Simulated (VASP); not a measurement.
AlNi: single point with r2SCAN

Crystal: AlNi.

```
Ni Al
1.0
     2.31592   -1.40392    0.00000
     2.31592    1.40392    0.00000
    -1.36543    0.00000    3.90654
Ni Al
1 1
Direct
  0.50000 0.50000 0.50000
  0.00000 0.00000 0.00000
```

| Quantity | Value |
| --- | --- |
| Program | VASP 6.6.1 |
| Task | single point |
| Functional | r2SCAN |
| Potentials or basis | VASP PAW PBE potentials, release 64 (Ni, Al) |
| Cutoff | 520 eV |
| k mesh | 11 × 11 × 7 |
| Occupations | fermi-dirac, width 0.05 eV |
| Spin | collinear spin, ferromagnetic start |
| Starting moments | [1.0, 0.0] μB |

The pressure is -5.8 GPa. The net moment is 0.00 μB per cell. The valence electrons inside the program's atomic spheres are Ni 9.37; Al 0.82.

Stress tensor (GPa, compression positive):
```
-4.93  0.00 -0.63
 0.00 -6.82  0.00
-0.63  0.00 -5.78
```

Levels at points of the mesh, in eV from the Fermi level:
Spin up:
| k point | band 5 | band 6 | band 7 | band 8 | band 9 | band 10 |
| --- | --- | --- | --- | --- | --- | --- |
| (0.00, 0.00, 0.00) | -1.53 | -1.41 | -1.29 | 2.88 | 14.23 | 14.72 |
Spin down:
```
           k point  band 4  band 5  band 6  band 7  band 8  band 9  band 10  band 11
(0.00, 0.00, 0.00)   -1.81   -1.53   -1.41   -1.29    2.88   14.23    14.72    15.68
```

It took 4.4 min on 1 thread of Intel(R) Xeon(R) 6975P-C (Granite Rapids), on a shared host, peak memory 0.28 GiB.

Caveat: the cell stands under tension; the PAW data sets were made with another functional, which shifts forces and pressure a little.
